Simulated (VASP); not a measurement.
NbSb:

```
CELL_PARAMETERS angstrom
3.61048 0.00000 0.00000
0.00000 3.61048 0.00000
0.00000 0.00000 6.41645
ATOMIC_POSITIONS crystal
Nb 0.50000 0.00000 0.86324
Nb 0.00000 0.50000 0.13676
Sb 0.50000 0.00000 0.33057
Sb 0.00000 0.50000 0.66943
```

The cell was generated, and may not be a known phase.

* Program: VASP 6.6.1
* Task: relaxation of cell and atoms
* Functional: PBE
* Potentials or basis: VASP PAW PBE potentials, release 64 (Nb_sv, Sb)
* Cutoff: 600 eV
* k mesh: 6 × 6 × 4
* Occupations: gaussian, width 0.1 eV
* Spin: no spin polarisation

At the start: pressure -0.3 GPa; volume 20.91 Å³/atom.

Q: Where does the relaxation end?

A: Over 9 steps the energy falls by 2.8 meV/atom and the volume is 20.99 Å³/atom (+0.4 %); space group P4/nmm (No. 129, to 0.1 Å) before and after.

Step by step:
| step | energy change (eV) | largest force (eV/Å) | pressure (GPa) | volume (Å³) |
| --- | --- | --- | --- | --- |
| 1 | 0.0000 | 0.2663 | -0.34 | 83.64 |
| 2 | -0.0053 | 0.1141 | 0.49 | 83.11 |
| 3 | -0.0056 | 0.0655 | 0.76 | 82.95 |
| 4 | -0.0084 | 0.0643 | 0.07 | 83.41 |
| 5 | -0.0085 | 0.0879 | -0.09 | 83.51 |
| 6 | -0.0094 | 0.0818 | -0.01 | 83.53 |
| 7 | -0.0098 | 0.0739 | 0.08 | 83.55 |
| 8 | -0.0105 | 0.0487 | 0.07 | 83.68 |
| 9 | -0.0112 | 0.0098 | 0.04 | 83.96 |

Final structure:
```yaml
crystal:
  lattice:
    - [3.59088, 0.00000, 0.00000]
    - [0.00000, 3.59088, 0.00000]
    - [0.00000, 0.00000, 6.51153]
  atoms:
    - { symbol: Nb, position: [0.50000, 0.00000, 0.86963] }
    - { symbol: Nb, position: [0.00000, 0.50000, 0.13037] }
    - { symbol: Sb, position: [0.50000, 0.00000, 0.32833] }
    - { symbol: Sb, position: [0.00000, 0.50000, 0.67167] }
```
